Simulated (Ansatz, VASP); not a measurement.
## HC8Cl: VASP beside Ansatz

The input INCAR:

```
PREC = Accurate
ENCUT = 520
EDIFF = 1E-7
ISMEAR = 0
SIGMA = 0.1
LREAL = F
LASPH = T
NELM = 100
ALGO = Normal
ISIF = 2
LWAVE = F
LCHARG = F
LDIPOL = T
IDIPOL = 3
DIPOL = 0.5 0.5 0.256
GGA = PE
IVDW = 12
NBANDS = 31
```

KPOINTS

```
Automatic mesh
0
Gamma
  6 6 1
```

File POSCAR:

```
HC8Cl
1.0
    4.9313048819      0.0000000000      0.0000000000
   -2.4656524409      4.2706353015      0.0000000000
    0.0000000000      0.0000000000     18.0000331942
C Cl H
8 1 1
Direct
    0.3333333333      0.1666666667      0.2222236565
    0.3333333333      0.6666666667      0.2222236565
    0.8333333333      0.1666666667      0.2222236565
    0.8333333333      0.6666666667      0.2222236565
    0.1666666667      0.3333333333      0.2222218124
    0.1666666667      0.8333333333      0.2222218124
    0.6666666667      0.3333333333      0.2222218124
    0.6666666667      0.8333333333      0.2222218124
    0.2636715666      0.2363284334      0.3888900158
    0.4029951000      0.0970049000      0.3888900158
```

Input for Ansatz:

```yaml
crystal:
  lattice:
    - [4.9313048819, 0.0, 0.0]
    - [-2.4656524409, 4.2706353015, 0.0]
    - [0.0, 0.0, 18.0000331942]
  atoms:
    - { symbol: C, position: [0.3333333333, 0.1666666667, 0.2222236565] }
    - { symbol: C, position: [0.3333333333, 0.6666666667, 0.2222236565] }
    - { symbol: C, position: [0.8333333333, 0.1666666667, 0.2222236565] }
    - { symbol: C, position: [0.8333333333, 0.6666666667, 0.2222236565] }
    - { symbol: C, position: [0.1666666667, 0.3333333333, 0.2222218124] }
    - { symbol: C, position: [0.1666666667, 0.8333333333, 0.2222218124] }
    - { symbol: C, position: [0.6666666667, 0.3333333333, 0.2222218124] }
    - { symbol: C, position: [0.6666666667, 0.8333333333, 0.2222218124] }
    - { symbol: Cl, position: [0.2636715666, 0.2363284334, 0.3888900158] }
    - { symbol: H, position: [0.4029951, 0.0970049, 0.3888900158] }
basis:
  ecutwfc: 420
kpoints:
  mp_grid: { grid: [6, 6, 1] }
hamiltonian:
  xc: pbe
  pseudopotentials: { kind: paw, azcp: { folder: soft_1 } }
  dispersion: d3bj
scf:
  occupations: { method: gaussian, width: 0.1 }
output:
  forces: true
  eigenvalues: true
efield:
  axis: 3
  dipole_correction: true
  ramp_width: 0.04
```

Alike in both runs: task single point; functional PBE; dispersion D3(BJ); k mesh 6 × 6 × 1; occupations gaussian, width 0.1 eV; no spin polarisation.

|  | VASP | Ansatz |
| --- | --- | --- |
| version | VASP 6.6.1 | Ansatz 0.2.0 |
| potentials or method | VASP PAW PBE potentials, release 64 (C, Cl, H), cutoff 520 eV | scalar-relativistic, plane waves, PAW |
| valence electrons in the cell | 40 | 40 |

```tsv
	VASP	Ansatz	Ansatz less VASP
gap on the k mesh at the Fermi level (eV)	0.03	0.03	0.000
least direct gap on the mesh (eV)	0.03	0.03	0.000
rms of the force components (eV/Å)	0.966	1.021	+0.0552
```

Atom by atom the forces differ by 0.056 eV/Å (rms over components).
